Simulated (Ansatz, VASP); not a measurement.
# CdF2: VASP beside Ansatz

Contents of POSCAR:

```
CdF2
1.0
    0.0000000000      2.6941776810      2.6941776810
    2.6941776810      0.0000000000      2.6941776810
    2.6941776810      2.6941776810      0.0000000000
Cd F
1 2
Direct
    0.0000000000      0.0000000000      0.0000000000
    0.2500000000      0.2500000000      0.2500000000
    0.7500000000      0.7500000000      0.7500000000
```

INCAR.step1

```
SYSTEM = CdF2
ALGO = Normal ; EDIFF = 1E-5
ENCUT = 520 ; GGA = PE
ISIF = 2 ; ISMEAR = 0
LASPH = .TRUE. ; LCHARG = .FALSE.
LREAL = .FALSE. ; LWAVE = .TRUE.
NBANDS = 20 ; NELM = 80
PREC = Accurate ; SIGMA = 0.01
```

Contents of INCAR.step2:

```
SYSTEM = CdF2
AEXX = 0.15 ; ALGO = Normal
EDIFF = 1E-6 ; ENCUT = 520
GGA = PE ; HFSCREEN = 0.5
ISIF = 2 ; ISMEAR = 0
ISTART = 1 ; LASPH = .TRUE.
LCHARG = .FALSE. ; LHFCALC = .TRUE.
LREAL = .FALSE. ; LWAVE = .FALSE.
NBANDS = 20 ; NELM = 80
PREC = Accurate ; PRECFOCK = Normal
SIGMA = 0.01
```

File KPOINTS:

```
k-points
0
G
  4 4 4
  0 0 0
```

Input for Ansatz:

```yaml
crystal:
  lattice:
    - [0.0, 2.694177681, 2.694177681]
    - [2.694177681, 0.0, 2.694177681]
    - [2.694177681, 2.694177681, 0.0]
  atoms:
    - { symbol: Cd, position: [0.0, 0.0, 0.0] }
    - { symbol: F, position: [0.25, 0.25, 0.25] }
    - { symbol: F, position: [0.75, 0.75, 0.75] }
kpoints:
  mp_grid: { grid: [4, 4, 4] }
hamiltonian:
  xc: { exchange: pbe, correlation: pbe, exx: { coeff: 0.15, omega: 0.5 } }
scf:
  occupations: { method: fixed }
  n_extra_bands: 4
output:
  forces: true
  stress: true
  eigenvalues: true
```

Alike in both runs: task single point; functional PBE-based screened hybrid; k mesh 4 × 4 × 4; no spin polarisation.

```csv
,VASP,Ansatz
version,VASP 6.6.1,Ansatz 0.2.0
potentials or method,"VASP PAW PBE potentials, release 64 (Cd, F)",plane waves
plane-wave cutoff (eV),520,420
occupations,"gaussian, width 0.01 eV",fixed
valence electrons in the cell,26,34
```

VASP gave:

* gap on the k mesh at the Fermi level (eV): 3.87
* pressure (GPa): 4.3

**Question.** What did Ansatz give for the same quantities?

**Answer.** gap on the k mesh at the Fermi level (eV): 3.91; pressure (GPa): 3.4.

VASP's potentials were made for PBE, not for PBE-based screened hybrid. VASP's potentials hold 26 valence electrons a cell and Ansatz's 34, so a difference there can come from the potentials and not from the codes. Ansatz's warnings: stress exchange threshold loose, stress scf threshold loose.

The k mesh is coarse, so the values compare programs but aren't converged.
